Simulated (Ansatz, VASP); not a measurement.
**One calculation of In3F, two programs**

The input INCAR:

```
ALGO = Normal
EDIFF = 1E-6
ENCUT = 520
GGA = PE
ISIF = 2
ISMEAR = 0
ISPIN = 2
LASPH = True
LCHARG = False
LORBIT = 11
LREAL = False
LWAVE = False
MAGMOM = 0 0 0 0 0 0 1 1
NBANDS = 60
NELM = 150
PREC = Accurate
SIGMA = 0.1
```

Contents of KPOINTS:

```
k-points
0
Gamma
  3 3 3
```

File POSCAR:

```
In3F
1.0
    3.3735602100      1.9477258900      5.5054842800
   -3.3735602100      1.9477258900      5.5054842800
    0.0000000000     -3.8954517900      5.5054842800
In F
6 2
Direct
    0.7265845500      0.2500000000      0.7734154500
    0.2500000000      0.7734154500      0.7265845500
    0.7734154500      0.7265845500      0.2500000000
    0.2734154500      0.7500000000      0.2265845500
    0.7500000000      0.2265845500      0.2734154500
    0.2265845500      0.2734154500      0.7500000000
    0.5000000000      0.5000000000      0.5000000000
    0.0000000000      0.0000000000      0.0000000000
```

Input for Ansatz:

```yaml
crystal:
  lattice:
    - [3.37356021, 1.94772589, 5.50548428]
    - [-3.37356021, 1.94772589, 5.50548428]
    - [0.0, -3.89545179, 5.50548428]
  atoms:
    - { symbol: In, position: [0.72658455, 0.25, 0.77341545] }
    - { symbol: In, position: [0.25, 0.77341545, 0.72658455] }
    - { symbol: In, position: [0.77341545, 0.72658455, 0.25] }
    - { symbol: In, position: [0.27341545, 0.75, 0.22658455] }
    - { symbol: In, position: [0.75, 0.22658455, 0.27341545] }
    - { symbol: In, position: [0.22658455, 0.27341545, 0.75] }
    - { symbol: F, position: [0.5, 0.5, 0.5], spin: 1.0 }
    - { symbol: F, position: [0.0, 0.0, 0.0], spin: 1.0 }
basis:
  ecutwfc: 420
kpoints:
  mp_grid: { grid: [3, 3, 3] }
hamiltonian:
  xc: pbe
scf:
  occupations: { method: gaussian, width: 0.1 }
  lower_state_search: "off"
output:
  forces: true
  stress: true
  eigenvalues: true
  populations: true
magnetization:
  spin_polarized: true
```

Change from the starting cell: species swapped into the ScF3 type (R-3c, No. 167).

Alike in both runs: task single point; functional PBE; k mesh 3 × 3 × 3; occupations gaussian, width 0.1 eV; collinear spin.

|  | VASP | Ansatz |
| --- | --- | --- |
| version | VASP 6.6.1 | Ansatz 0.2.0 |
| potentials or method | VASP PAW PBE potentials, release 64 (In_d, F), cutoff 520 eV | scalar-relativistic, plane waves, PAW |
| valence electrons in the cell | 92 | 92 |

|  | VASP | Ansatz | Ansatz less VASP |
| --- | --- | --- | --- |
| gap on the k mesh at the Fermi level (eV) | none | none | - |
| pressure (GPa) | 7.2 | 7.3 | +0.05 |
| rms of the force components (eV/Å) | 0.095 | 0.094 | -0.0007 |
| net moment per atom (μB) | 0.00 | 0.00 | 0.000 |

Atom by atom the forces differ by 0.001 eV/Å (rms over components). A gap of «none» marks a metal or a gap that the smearing closes. Ansatz's warnings: seeded moment not kept.

The k mesh is coarse, so the values compare programs but aren't converged.
